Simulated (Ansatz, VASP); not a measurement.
**Mo in VASP and in Ansatz**

The input POSCAR:

```
Mo
1.0
   -1.5514772677      1.5514772677      1.5514772677
    1.5514772677     -1.5514772677      1.5514772677
    1.5514772677      1.5514772677     -1.5514772677
Mo
1
Direct
    0.0000000000      0.0000000000      0.0000000000
```

The input INCAR.step1:

```
ALGO = Normal ; EDIFF = 1E-5
ENCUT = 520 ; GGA = PE
ISIF = 2 ; ISMEAR = -1
LASPH = T ; LCHARG = F
LREAL = F ; LWAVE = T
NBANDS = 13 ; NELM = 60
PREC = Accurate ; SIGMA = 0.05
```

File INCAR.step2:

```
ALGO = Normal ; EDIFF = 1E-7
ENCUT = 520 ; GGA = PE
HFSCREEN = 0.2079 ; ISIF = 2
ISMEAR = -1 ; ISTART = 1
LASPH = T ; LCHARG = F
LHFCALC = T ; LREAL = F
LWAVE = F ; NBANDS = 13
NELM = 60 ; PREC = Accurate
PRECFOCK = Normal ; SIGMA = 0.05
```

KPOINTS

```
k-points
0
Gamma
  8 8 8
```

Contents of input:

```
crystal:
  lattice:
    - [-1.5514772677, 1.5514772677, 1.5514772677]
    - [1.5514772677, -1.5514772677, 1.5514772677]
    - [1.5514772677, 1.5514772677, -1.5514772677]
  atoms:
    - { symbol: Mo, position: [0.0, 0.0, 0.0] }
hamiltonian:
  xc: hse06
  pseudopotentials: { kind: paw }
kpoints:
  mp_grid: { grid: [8, 8, 8] }
scf:
  occupations: { method: fermi_dirac, width: 0.05 }
output:
  forces: true
  stress: true
  eigenvalues: true
```

Alike in both runs: task single point; functional HSE06; k mesh 8 × 8 × 8; occupations fermi-dirac, width 0.05 eV; no spin polarisation.

```csv
,VASP,Ansatz
version,VASP 6.6.1,Ansatz 0.2.0
potentials or method,"VASP PAW PBE potentials, release 64 (Mo_sv)",Ansatz PAW
plane-wave cutoff (eV),520,420
valence electrons in the cell,14,14
```

|  | VASP | Ansatz | Ansatz less VASP |
| --- | --- | --- | --- |
| gap on the k mesh at the Fermi level (eV) | none | none | - |
| pressure (GPa) | 12.3 | 11.3 | -1.01 |

A gap of «none» marks a metal or a gap that the smearing closes.
